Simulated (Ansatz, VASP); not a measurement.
# One calculation of ZrSe2, two programs

```
CELL_PARAMETERS angstrom
3.81115 0.00000 0.00000
-1.90558 3.30055 0.00000
0.00000 0.00000 6.39991
ATOMIC_POSITIONS crystal
Zr 0.00000 0.00000 0.00000
Se 0.66667 0.33333 0.75588
Se 0.33333 0.66667 0.24412
```

Alike in both runs: task relaxation of the atoms; functional PBE; k mesh 10 × 10 × 5; occupations fermi-dirac, width 0.01 eV; no spin polarisation.

|  | VASP | Ansatz |
| --- | --- | --- |
| version | VASP 6.6.1 | Ansatz 0.2.0 |
| potentials or method | VASP PAW PBE potentials, release 64 (Zr_sv, Se) | plane-wave PAW, scalar-relativistic |
| plane-wave cutoff (eV) | 450 | 420 |
| valence electrons in the cell | 24 | 44 |

Ansatz gave:

| Item | Value |
| --- | --- |
| gap on the k mesh at the Fermi level, each at its own relaxed structure (eV) | 0.44 |

Task: What did VASP give for the same quantities?

Result: gap on the k mesh at the Fermi level, each at its own relaxed structure (eV): 0.43.

VASP's potentials hold 24 valence electrons a cell and Ansatz's 44, so a difference there can come from the potentials and not from the codes. Ansatz's warnings: stress scf threshold loose.
